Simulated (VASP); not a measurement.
# ScAl3 (Pm-3m) in VASP: a series of runs, part 2 of 2

VASP 6.6.1.

### 3 Single point, PBE

The input, INCAR:

```
SYSTEM = ScAl3
PREC = Accurate
ENCUT = 520
EDIFF = 1E-6
ISMEAR = -1
SIGMA = 0.1
LREAL = .False.
LASPH = .True.
NELM = 60
ALGO = Normal
ISIF = 2
LWAVE = .False.
LCHARG = .True.
GGA = PE
LELF = .True.
LVHAR = .True.
NBANDS = 18
```

The input, KPOINTS:

```
regular mesh
0
Gamma
  5 5 5
  0 0 0
```

The input, POSCAR:

```
ScAl3
1.0
    4.0878070000      0.0000000000      0.0000000000
    0.0000000000      4.0878070000      0.0000000000
    0.0000000000      0.0000000000      4.0878070000
Sc Al
1 3
Direct
    0.0000000000      0.0000000000      0.0000000000
    0.5000000000      0.0000000000      0.5000000000
    0.0000000000      0.5000000000      0.5000000000
    0.5000000000      0.5000000000      0.0000000000
```

Potentials or basis: VASP PAW PBE potentials, release 64 (Sc_sv, Al).

The run is started by

```console
cat potpaw_PBE.64/Sc_sv/POTCAR potpaw_PBE.64/Al/POTCAR > POTCAR
mpirun -np 1 vasp_std > vasp.out
```

OUTCAR:

```text
SYSTEM = ScAl3
   PREC = Accurate
   ENCUT = 520
   EDIFF = 1E-6
   ISMEAR = -1
   LREAL = .False.
   LASPH = .True.
   NELM = 60
   ISIF = 2
   GGA = PE

 ion  position               nearest neighbor table
   1  0.000  0.000  0.000-   2 2.89   3 2.89   4 2.89   2 2.89   3 2.89   3 2.89   4 2.89   3 2.89
                             2 2.89   4 2.89   2 2.89   4 2.89
   2  0.500  0.000  0.500-   1 2.89   3 2.89   4 2.89   1 2.89   4 2.89   3 2.89   4 2.89   4 2.89
                             1 2.89   3 2.89   1 2.89   3 2.89
   3  0.000  0.500  0.500-   1 2.89   2 2.89   4 2.89   1 2.89   4 2.89   1 2.89   2 2.89   1 2.89
                             2 2.89   4 2.89   4 2.89   2 2.89
   4  0.500  0.500  0.000-   1 2.89   2 2.89   3 2.89   2 2.89   3 2.89   1 2.89   2 2.89   2 2.89
                             1 2.89   3 2.89   3 2.89   1 2.89

  LATTYP: Found a simple cubic cell.
 ALAT       =     4.0878070000

  Lattice vectors:

 A1 = (   4.0878070000,   0.0000000000,   0.0000000000)
 A2 = (   0.0000000000,   4.0878070000,   0.0000000000)
 A3 = (   0.0000000000,   0.0000000000,   4.0878070000)

[... 161 lines left out ...]

 E-fermi :   7.3494     XC(G=0): -10.4169

 val. band max:        6.8493811943   @ k =   0.4000   0.4000   0.0000
 cond. band min:       7.4150925654   @ k =   0.4000   0.2000   0.0000
 fundamental gap:      0.5657113710
 Fermi energy:         7.3494351315

 k-point     1 :       0.0000    0.0000    0.0000
  band No.  band energies     occupation
      1     -41.7321      2.00000
      2     -20.4348      2.00000
      3     -20.4348      2.00000
      4     -20.4348      2.00000
      5      -2.7515      2.00000
      6       4.6419      2.00000
[... 187 lines left out ...]
      5       1.0595      2.00000
      6       2.5037      2.00000
[... 10 lines left out ...]
     17      11.4306      0.00000
     18      15.8276      0.00000

------------------------ aborting loop because EDIFF is reached ----------------------------------------

  FORCE on cell =-STRESS in cart. coord.  units (eV):
  Direction    XX          YY          ZZ          XY          YZ          ZX
  --------------------------------------------------------------------------------------
  -------------------------------------------------------------------------------------
  Total        0.4853820      0.4853820      0.4853820     -0.0000000      0.0000000      0.0000000
  in kB       11.3847388     11.3847388     11.3847388     -0.0000000      0.0000000      0.0000000
  external PRESSURE =      11.3847388 kB  Pullay stress =       0.0000000 kB

 VOLUME and BASIS-vectors are now :
 -----------------------------------------------------------------------------
  energy-cutoff  :      520.00
  volume of cell :       68.31
      direct lattice vectors                 reciprocal lattice vectors
     4.087807000  0.000000000  0.000000000     0.244629945  0.000000000  0.000000000
     0.000000000  4.087807000  0.000000000     0.000000000  0.244629945  0.000000000
     0.000000000  0.000000000  4.087807000     0.000000000  0.000000000  0.244629945

 POSITION                                       TOTAL-FORCE (eV/Angst)
 -----------------------------------------------------------------------------------
      0.00000      0.00000      0.00000         0.000000      0.000000      0.000000
      2.04390      0.00000      2.04390         0.000000      0.000000      0.000000
      0.00000      2.04390      2.04390         0.000000      0.000000      0.000000
      2.04390      2.04390      0.00000         0.000000      0.000000      0.000000
 -----------------------------------------------------------------------------------
    total drift:                                0.000000     -0.000000      0.000000

  FREE ENERGIE OF THE ION-ELECTRON SYSTEM (eV)
  ---------------------------------------------------
  free  energy   TOTEN  =       -19.3293812401 eV

  energy  without entropy=      -19.2898753484  energy(sigma->0) =      -19.30962829
```

OSZICAR:

```text
N       E                     dE             d eps       ncg     rms          rms(c)
DAV:   1     0.110474353031E+03    0.11047E+03   -0.82435E+03   360   0.101E+03
DAV:   2    -0.155866234534E+02   -0.12606E+03   -0.12322E+03   360   0.288E+02
DAV:   3    -0.202170342078E+02   -0.46304E+01   -0.45094E+01   546   0.545E+01
DAV:   4    -0.203435973081E+02   -0.12656E+00   -0.12623E+00   552   0.930E+00
DAV:   5    -0.203454173838E+02   -0.18201E-02   -0.18199E-02   528   0.994E-01    0.888E+00
DAV:   6    -0.193914679761E+02    0.95395E+00   -0.35943E+00   532   0.200E+01    0.305E+00
DAV:   7    -0.193526139135E+02    0.38854E-01   -0.11400E-01   540   0.257E+00    0.186E+00
DAV:   8    -0.193299426964E+02    0.22671E-01   -0.39249E-02   572   0.164E+00    0.310E-01
DAV:   9    -0.193296434815E+02    0.29921E-03   -0.70965E-03   556   0.931E-01    0.168E-01
DAV:  10    -0.193293874977E+02    0.25598E-03   -0.10826E-03   566   0.323E-01    0.356E-02
DAV:  11    -0.193294004988E+02   -0.13001E-04   -0.13143E-04   574   0.102E-01    0.363E-02
DAV:  12    -0.193293808578E+02    0.19641E-04   -0.84184E-05   506   0.102E-01    0.416E-03
DAV:  13    -0.193293812401E+02   -0.38227E-06   -0.17436E-06   386   0.105E-02
   1 F= -.19329381E+02 E0= -.19309628E+02  d E =-.395059E-01
```

stdout:

```text
POSCAR found type information on POSCAR ScAl
 POSCAR found :  2 types and       4 ions
 scaLAPACK will be used
 LDA part: xc-table for (Slater+PW92), standard interpolation
 POSCAR, INCAR and KPOINTS ok, starting setup
 FFT: planning ... GRIDC
 FFT: planning ... GRID_SOFT
 FFT: planning ... GRID
 WAVECAR not read
 entering main loop
```

Wall time 24 s (1 thread of Intel Xeon 8259CL, shared host); peak memory 0.16 GiB.

What came out:

```
Free energy            : -19.3294 eV
Pressure               : 1.1 GPa
Band gap on the k mesh : zero (band 10 reaches 8.07 eV, above the bottom of band 11 at 5.01 eV)
```

### 4 Single point, PBE

The input, INCAR:

```
ALGO = Normal
EDIFF = 1E-7
ENCUT = 520
GGA = PE
ISIF = 2
ISMEAR = -1
LASPH = True
LCHARG = False
LREAL = False
LWAVE = False
NBANDS = 18
NELM = 100
PREC = Accurate
SIGMA = 0.1
```

The input, KPOINTS:

```
k-points
0
Gamma
  5 5 5
```

POSCAR is that of step 3.

The run is started by

```console
cat potpaw_PBE.64/Sc_sv/POTCAR potpaw_PBE.64/Al/POTCAR > POTCAR
mpirun -np 1 vasp_std > vasp.out
```

Run time: 25 s. Hardware: 1 thread of Intel Xeon 8259CL, shared host; peak memory 0.16 GiB.

The run converged. Its results:

| Item | Value |
| --- | --- |
| Free energy | -19.3294 eV |
| Pressure | 1.1 GPa |
| Band gap on the k mesh | zero (band 10 reaches 8.07 eV, above the bottom of band 11 at 5.01 eV) |

Levels at points of the mesh, in eV from the Fermi level:
```csv
k point,band 8,band 9,band 10,band 11,band 12,band 13
"(0.00, 0.00, 0.00)",-1.88,-1.88,-1.88,1.21,1.21,1.21
```
